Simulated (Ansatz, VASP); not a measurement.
# PbS2: VASP beside Ansatz

The input INCAR:

```
SYSTEM = PbS2
PREC = Accurate
ENCUT = 520
EDIFF = 1E-6
ISMEAR = -1
SIGMA = 0.02
LREAL = .False.
LASPH = .True.
NELM = 100
ALGO = Normal
ISIF = 2
LWAVE = .False.
LCHARG = .False.
GGA = PE
NBANDS = 35
```

Contents of KPOINTS:

```
regular mesh
0
Gamma
  4 4 6
  0 0 0
```

The input POSCAR:

```
PbS2
1.0
    6.2788711799      0.0000000000      0.0000000000
    0.0000000000      6.2788711799      0.0000000000
    0.0000000000      0.0000000000      3.9514777589
Pb S
2 4
Direct
    0.0000000000      0.0000000000      0.0000000000
    0.5000000000      0.5000000000      0.5000000000
    0.3057980111      0.3057980111      0.0000000000
    0.1942019889      0.8057980111      0.5000000000
    0.8057980111      0.1942019889      0.5000000000
    0.6942019889      0.6942019889      0.0000000000
```

Input for Ansatz:

```yaml
crystal:
  lattice:
    - [6.2788711799, 0.0, 0.0]
    - [0.0, 6.2788711799, 0.0]
    - [0.0, 0.0, 3.9514777589]
  atoms:
    - { symbol: Pb, position: [0.0, 0.0, 0.0] }
    - { symbol: Pb, position: [0.5, 0.5, 0.5] }
    - { symbol: S, position: [0.3057980111, 0.3057980111, 0.0] }
    - { symbol: S, position: [0.1942019889, 0.8057980111, 0.5] }
    - { symbol: S, position: [0.8057980111, 0.1942019889, 0.5] }
    - { symbol: S, position: [0.6942019889, 0.6942019889, 0.0] }
kpoints:
  mp_grid: { grid: [4, 4, 6] }
hamiltonian:
  xc: pbe
scf:
  occupations: { method: fermi_dirac, width: 0.02 }
  n_extra_bands: 5
output:
  forces: true
  stress: true
  eigenvalues: true
```

Alike in both runs: task single point; functional PBE; k mesh 4 × 4 × 6; occupations fermi-dirac, width 0.02 eV; no spin polarisation.

|  | VASP | Ansatz |
| --- | --- | --- |
| version | VASP 6.6.1 | Ansatz 0.2.0 |
| potentials or method | VASP PAW PBE potentials, release 64 (Pb_d, S) | plane waves, PAW |
| plane-wave cutoff (eV) | 520 | 420 |
| valence electrons in the cell | 52 | 52 |

|  | VASP | Ansatz | Ansatz less VASP |
| --- | --- | --- | --- |
| pressure (GPa) | 3.2 | 3.3 | +0.09 |
| traceless stress, the component that is largest in VASP (GPa) | 0.34 | 0.38 | +0.044 |
| rms of the force components (eV/Å) | 0.058 | 0.061 | +0.0028 |

Atom by atom the forces differ by 0.003 eV/Å (rms over components). With one functional, cell and mesh, what is left measures potentials, basis and numerics.

Spin-orbit coupling is off throughout.
